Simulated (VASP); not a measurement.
# Li16H (a cell with a defect) in VASP: notebook, part 2 of 2

VASP 6.6.1.

## (4) Single point, PBEsol

INCAR reads:

```
  PREC = Accurate
  ENCUT = 520
  EDIFF = 1E-6
  ISMEAR = 0
  SIGMA = 0.15
  LREAL = Auto
  LASPH = True
  NELM = 100
  ALGO = Normal
  ISIF = 2
  LWAVE = False
  LCHARG = False
  GGA = PS
  NBANDS = 38
```

KPOINTS reads:

```
regular mesh
0
Gamma
  3 3 3
```

POSCAR reads:

```
Li16H
1.0
    6.9800000000      0.0000000000      0.0000000000
    0.0000000000      6.9800000000      0.0000000000
    0.0000000000      0.0000000000      6.9800000000
Li H
16 1
Direct
   -0.0166064470      0.0010270774     -0.0372477077
    0.5067703438      0.0000316619     -0.0061206304
    0.0163825215      0.5007267908      0.0047964183
   -0.0192040115      0.0009767908      0.5291829513
    0.2415265043      0.2283818052      0.2510936963
    0.4922421203      0.5000812321      0.0154604585
    0.5188935530      0.0000020057      0.5074489971
    0.7584532951      0.2517220630      0.2454464183
    0.0094537249      0.5007141834      0.4911053009
    0.2410826648      0.7721535817      0.2511156160
    0.2619310888      0.2591121777      0.7445497135
    0.4967938395      0.5000694842      0.4779653295
    0.7583260745      0.7481810888      0.2454681948
    0.7513598854      0.2656700573      0.7497886819
    0.2613895415      0.7406222063      0.7445737822
    0.7496659026      0.7323312321      0.7497388252
    0.8036598854     -0.0018585960      0.7416808023
```

Potentials or basis: VASP PAW PBE potentials, release 64 (Li_sv, H).

The run is started by

```
$ cat potpaw_PBE.64/Li_sv/POTCAR potpaw_PBE.64/H/POTCAR > POTCAR
$ mpirun -np 1 vasp_std > vasp.out
```

OUTCAR:

```text
PREC = Accurate
   ENCUT = 520
   EDIFF = 1E-6
   ISMEAR = 0
   LREAL = Auto
   LASPH = True
   NELM = 100
   ISIF = 2
   GGA = PS

 ion  position               nearest neighbor table
   1  0.983  0.001  0.963-
   2  0.507  0.000  0.994-
   3  0.016  0.501  0.005-
   4  0.981  0.001  0.529-
   5  0.242  0.228  0.251-
   6  0.492  0.500  0.015-
[... 9 lines left out ...]
  16  0.750  0.732  0.750-
  17  0.804  0.998  0.742-

  LATTYP: Found a simple cubic cell.
 ALAT       =     6.9800000000

  Lattice vectors:

 A1 = (   6.9800000000,   0.0000000000,   0.0000000000)
 A2 = (   0.0000000000,   6.9800000000,   0.0000000000)
 A3 = (   0.0000000000,   0.0000000000,   6.9800000000)

Analysis of symmetry for initial positions (statically):
=====================================================================
 Subroutine PRICEL returns:
 Original cell was already a primitive cell.

 Routine SETGRP: Setting up the symmetry group for a
 simple cubic supercell.

 Subroutine GETGRP returns: Found  1 space group operations
 (whereof  1 operations were pure point group operations)
 out of a pool of 48 trial point group operations.

The static configuration has the point symmetry C_1 .

Analysis of symmetry for dynamics (positions and initial velocities):
=====================================================================
 Subroutine PRICEL returns:
 Original cell was already a primitive cell.

 Routine SETGRP: Setting up the symmetry group for a
 simple cubic supercell.

 Subroutine GETGRP returns: Found  1 space group operations
 (whereof  1 operations were pure point group operations)
 out of a pool of 48 trial point group operations.

The dynamic configuration has the point symmetry C_1 .

 Subroutine INISYM returns: Found  1 space group operations
 (whereof  1 operations are pure point group operations),
 and found     1 'primitive' translations

----------------------------------------------------------------------------------------

                                     Primitive cell

  volume of cell :     340.0684

  direct lattice vectors                    reciprocal lattice vectors
     6.980000000  0.000000000  0.000000000     0.143266476  0.000000000  0.000000000
     0.000000000  6.980000000  0.000000000     0.000000000  0.143266476  0.000000000
     0.000000000  0.000000000  6.980000000     0.000000000  0.000000000  0.143266476

  length of vectors
     6.980000000  6.980000000  6.980000000     0.143266476  0.143266476  0.143266476

  position of ions in fractional coordinates (direct lattice)
     0.983393553  0.001027077  0.962752292
     0.506770344  0.000031662  0.993879370
     0.016382521  0.500726791  0.004796418
     0.980795988  0.000976791  0.529182951
     0.241526504  0.228381805  0.251093696
     0.492242120  0.500081232  0.015460459
[... 9 lines left out ...]
     0.749665903  0.732331232  0.749738825
     0.803659885  0.998141404  0.741680802

  ion indices of the primitive-cell ions
   primitive index   ion index
                 1           1
                 2           2
                 3           3
[... 47 lines left out ...]
  0.333333  0.333333  0.000000      2.000000
  0.000000  0.333333  0.333333      2.000000
  0.333333  0.000000  0.333333      2.000000
 -0.333333  0.333333  0.000000      2.000000
 -0.333333  0.000000  0.333333      2.000000
  0.000000 -0.333333  0.333333      2.000000
  0.333333  0.333333  0.333333      2.000000
 -0.333333  0.333333  0.333333      2.000000
 -0.333333 -0.333333  0.333333      2.000000
  0.333333 -0.333333  0.333333      2.000000
   k-points           NKPTS =     14   k-points in BZ     NKDIM =     14   number of bands    NBANDS=     38
   number of dos      NEDOS =    301   number of ions     NIONS =     17
   total plane-waves  NPLWV = 157464
   dimension x,y,z NGX =    54 NGY =   54 NGZ =   54
   dimension x,y,z NGXF=   108 NGYF=  108 NGZF=  108
   ions per type =              16   1
   NGX,Y,Z   is equivalent  to a cutoff of  12.86, 12.86, 12.86 a.u.
   NGXF,Y,Z  is equivalent  to a cutoff of  25.72, 25.72, 25.72 a.u.
 SYSTEM =  unknown system
   PREC   = accura    normal or accurate (medium, high low for compatibility)
   ISTART =      0    job   : 0-new  1-cont  2-samecut
   ICHARG =      2    charge: 1-file 2-atom 10-const
   ISPIN  =      1    spin polarized calculation?
   LNONCOLLINEAR =      F non collinear calculations
   LSORBIT =      F    spin-orbit coupling
   LASPH  =      T    aspherical Exc in radial PAW
   ENCUT  =  520.0 eV  38.22 Ry    6.18 a.u.  12.98 12.98 12.98*2*pi/ulx,y,z
   NELM   =    100;   NELMIN=  2; NELMDL= -5     # of ELM steps
   EDIFF  = 0.1E-05   stopping-criterion for ELM
   LREAL  =      T    real-space projection
   EDIFFG = 0.1E-04   stopping-criterion for IOM
   NSW    =      0    number of steps for IOM
   IBRION =     -1    ionic relax: 0-MD 1-quasi-New 2-CG
   NFREE  =      0    steps in history (QN), initial steepest desc. (CG)
   ISIF   =      2    stress and relaxation
   ISYM   =      2    0-nonsym 1-usesym 2-fastsym
   POTIM  = 0.5000    time-step for ionic-motion
   TEBEG  =    0.0;   TEEND  =   0.0 temperature during run
   PSTRESS=    0.0 pullay stress
   NELECT =      49.0000    total number of electrons
   NUPDOWN=      -1.0000    fix difference up-down
   EMIN   =  10.00;   EMAX   =-10.00  energy-range for DOS
   EFERMI =   0.00;   METHOD = LEGACY
   ISMEAR =     0;   SIGMA  =   0.15  broadening in eV -4-tet -1-fermi 0-gaus
   EFERMI_NEDOS =   21; number of points for ismear=-14 and -15
   IALGO  =     38    algorithm
   IMIX   =      4    mixing-type and parameters
     AMIX     =   0.40;   BMIX     =  1.00
     AMIX_MAG =   1.60;   BMIX_MAG =  1.00
  volume/ion in A,a.u.               =      20.00       134.99
  Fermi-wavevector in a.u.,A,eV,Ry     =   0.858258  1.621873 10.022155  0.736608
  Thomas-Fermi vector in A             =   1.975436
   LORBIT       =      0    0 simple, 1 ext, 2 COOP (PROOUT), +10 PAW based schemes
   GGA     = PS    functional components
   LHFCALC =     F    Hartree Fock is set to
   AEXX    =    0.0000 exact exchange contribution
   IVDW    =     0    specifies the selected vdW correction
   LEPSILON=     F    determine dielectric tensor
   LRPA    =     F    only Hartree local field effects (RPA)
 non-spin polarized calculation
 Gauss-broadening in eV      SIGMA  =   0.15
  energy-cutoff  :      520.00
  volume of cell :      340.07
 maximum number of plane-waves:      9180
 NGX is ok and might be reduce to    54
   NGX = 25   NGY = 25   NGZ = 25

 number of electron      48.9999975 magnetization

 Free energy of the ion-electron system (eV)
  ---------------------------------------------------
  ext. energy  EPLUGINS =         0.00000000
  ---------------------------------------------------
  free energy    TOTEN  =       -35.20623527 eV

  energy without entropy =      -35.09696221  energy(sigma->0) =      -35.15159874

 E-fermi :   0.5226     XC(G=0):  -6.9510

 val. band max:        0.5137605699   @ k =   0.0000  -0.3333   0.3333
 cond. band min:       0.5337283056   @ k =  -0.3333   0.3333   0.0000
 fundamental gap:      0.0199677357
 Fermi energy:         0.5225861361

 k-point     1 :       0.0000    0.0000    0.0000
  band No.  band energies     occupation
      1     -45.6443      2.00000
      2     -45.6424      2.00000
      3     -45.4716      2.00000
      4     -45.4617      2.00000
      5     -45.4587      2.00000
      6     -45.4527      2.00000
[... 535 lines left out ...]
     35       3.6327      0.00000
     36       3.8337      0.00000
 [bands above 36 left out]

------------------------ aborting loop because EDIFF is reached ----------------------------------------

  FORCE on cell =-STRESS in cart. coord.  units (eV):
  Direction    XX          YY          ZZ          XY          YZ          ZX
  --------------------------------------------------------------------------------------
  -------------------------------------------------------------------------------------
  Total       -2.2886193     -1.5284142     -2.1143326     -0.0141772     -0.0026189     -0.2259479
  in kB      -10.7824603     -7.2008770     -9.9613368     -0.0667936     -0.0123386     -1.0645172
  external PRESSURE =      -9.3148913 kB  Pullay stress =       0.0000000 kB

 VOLUME and BASIS-vectors are now :
 -----------------------------------------------------------------------------
  energy-cutoff  :      520.00
  volume of cell :      340.07
      direct lattice vectors                 reciprocal lattice vectors
     6.980000000  0.000000000  0.000000000     0.143266476  0.000000000  0.000000000
     0.000000000  6.980000000  0.000000000     0.000000000  0.143266476  0.000000000
     0.000000000  0.000000000  6.980000000     0.000000000  0.000000000  0.143266476

 POSITION                                       TOTAL-FORCE (eV/Angst)
 -----------------------------------------------------------------------------------
      6.86409      0.00717      6.72001        -0.013485     -0.016110     -0.006073
      3.53726      0.00022      6.93728         0.019161     -0.002646     -0.018096
      0.11435      3.49507      0.03348         0.001371     -0.009898      0.001833
      6.84596      0.00682      3.69370         0.000675     -0.016045     -0.002373
      1.68586      1.59411      1.75263         0.003791     -0.005048     -0.002108
      3.43585      3.49057      0.10791         0.000988     -0.004312      0.003733
[... 9 lines left out ...]
      5.23267      5.11167      5.23318         0.008367      0.001839     -0.003199
      5.60955      6.96703      5.17693        -0.044220      0.027069      0.021516
 -----------------------------------------------------------------------------------
    total drift:                               -0.004809      0.000049     -0.013903

  FREE ENERGIE OF THE ION-ELECTRON SYSTEM (eV)
  ---------------------------------------------------
  free  energy   TOTEN  =       -35.2062352706 eV

  energy  without entropy=      -35.0969622145  energy(sigma->0) =      -35.15159874
```

Wall time 7.5 min (1 thread of Oxide Virtual Turin-like, shared host); peak memory 0.38 GiB.

Results:

| Quantity | Value |
| --- | --- |
| Free energy | -35.2062 eV |
| Largest force | 0.056 eV/Å |
| Band gap on the k mesh | zero (an odd number of electrons rules out a gap without spin polarisation) |

Forces on the atoms (eV/Å):
```
Li  -0.013 -0.016 -0.006
Li   0.019 -0.003 -0.018
Li   0.001 -0.010  0.002
Li   0.001 -0.016 -0.002
Li   0.004 -0.005 -0.002
Li   0.001 -0.004  0.004
Li   0.018 -0.003  0.020
Li   0.003  0.010 -0.007
Li   0.006 -0.012  0.001
Li   0.011  0.007 -0.002
Li  -0.005  0.007  0.000
Li  -0.004 -0.004  0.006
Li   0.004  0.000 -0.008
Li  -0.006  0.015 -0.003
Li  -0.003  0.006 -0.002
Li   0.008  0.002 -0.003
H   -0.044  0.027  0.022
```

Levels at points of the mesh, in eV from the Fermi level:
```csv
k point,band 20,band 21,band 22,band 23,band 24,band 25,band 26,band 27,band 28,band 29
"(0.00, 0.00, 0.00)",-1.15,-1.15,-1.12,-1.05,-0.31,0.24,0.25,0.26,0.27,0.28
```

Caveat: the cutoff is under 1.25 times the usual one of these potentials, so pressure, stress and relaxed cells hold a basis-set (Pulay) error; the PAW data sets were made with another functional, which shifts forces and pressure a little.

## (5) Summary

| cell | gap on the mesh (eV) | largest force (eV/Å) |
| --- | --- | --- |
| as given, atomic positions A | none | 0.01 |
| as given, atomic positions B | none | 0.04 |
| as given, atomic positions C | none | 0.06 |

Alike in all rows: task single point; level PBEsol; potentials or basis VASP PAW PBE potentials, release 64 (Li_sv, H); no spin polarisation; k mesh 3 × 3 × 3; cutoff (eV) 520; smearing gaussian 0.15 eV.

Caveats: the cutoff is under 1.25 times the usual one of these potentials, so pressure, stress and relaxed cells hold a basis-set (Pulay) error; the PAW data sets were made with another functional, which shifts forces and pressure a little.

Absolute energies hang on the potentials; compare differences alone.

The gap in the log of VASP goes by the Fermi energy; the results here count the filled bands.